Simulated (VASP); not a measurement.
Set up this calculation in VASP 6.6.1, as the native input.

| Quantity | Value |
| --- | --- |
| Task | relaxation of cell and atoms |
| Functional | PBE |
| Dispersion | D3(BJ) |
| Potentials or basis | VASP PAW PBE potentials, release 64 (Sr_sv, C) |
| Cutoff | 600 eV |
| k mesh | 4 × 6 × 6 |
| Occupations | gaussian, width 0.2 eV |
| Spin | no spin polarisation |
| Dipole correction | no |
| Further INCAR settings | ALGO = Normal; EDIFF = 1e-06; IBRION = 2; EDIFFG = -0.025; NSW = 80; ISIF = 3 |

The structure of SrC8 lies in POSCAR:

```
SrC8
1.0
    0.0014611917     -0.0093743200      4.8376804325
    4.9844289701      0.0296209693      0.0015125587
   -2.4665619732      4.2720362236     -0.0091600747
Sr C
1 8
Direct
    0.4867878767     -0.0043922417      0.0042123613
    0.0102982449      0.3114773364      0.6646980953
    0.0109115976      0.3648304808      0.2208356807
   -0.0165168556      0.8280620717      0.6280871486
    0.0100575329      0.8086383208      0.1441884083
    1.0080448049      0.1896360047      0.8342653368
   -0.0083171435      0.1824863035      0.3264567360
   -0.0132014781      0.6676159441      0.8323081786
    0.0119354201      0.6516457796      0.3449480544
```

One way to write it, as run:

INCAR

```
SYSTEM = SrC8
ALGO = Normal
EDIFF = 1E-6
EDIFFG = -0.025
ENCUT = 600
GGA = PE
IBRION = 2
ISIF = 3
ISMEAR = 0
IVDW = 12
LASPH = .True.
LCHARG = .False.
LREAL = .False.
LWAVE = .False.
NELM = 100
NSW = 80
PREC = Accurate
SIGMA = 0.2
```

KPOINTS

```
k-points
0
Gamma
  4 6 6
  0 0 0
```

Potentials or basis: VASP PAW PBE potentials, release 64 (Sr_sv, C).

Run with:

```bash
$ cat potpaw_PBE.64/Sr_sv/POTCAR potpaw_PBE.64/C/POTCAR > POTCAR
$ mpirun -np 1 vasp_std > vasp.out
```

Results of the run:

```json
{"Relaxed volume": "11.57 Å³/atom", "Relaxed cell": "a = 4.839 Å, b = 4.986 Å, c = 4.986 Å, α = 120.00°, β = 90.23°, γ = 90.05°", "Space group after relaxing (to 0.1 Å)": "P6/mmm (No. 191)", "Pressure after relaxing": "0.0 GPa", "Largest force after relaxing": "0.023 eV/Å", "Band gap on the k mesh": "zero (bands 21 and 22 overlap by 1.63 eV)", "Dispersion energy per atom": "-0.145 eV"}
```

Wall time 42 min on 1 thread of Intel(R) Xeon(R) Platinum 8559C (Emerald Rapids) (shared host), peak memory 0.41 GiB.
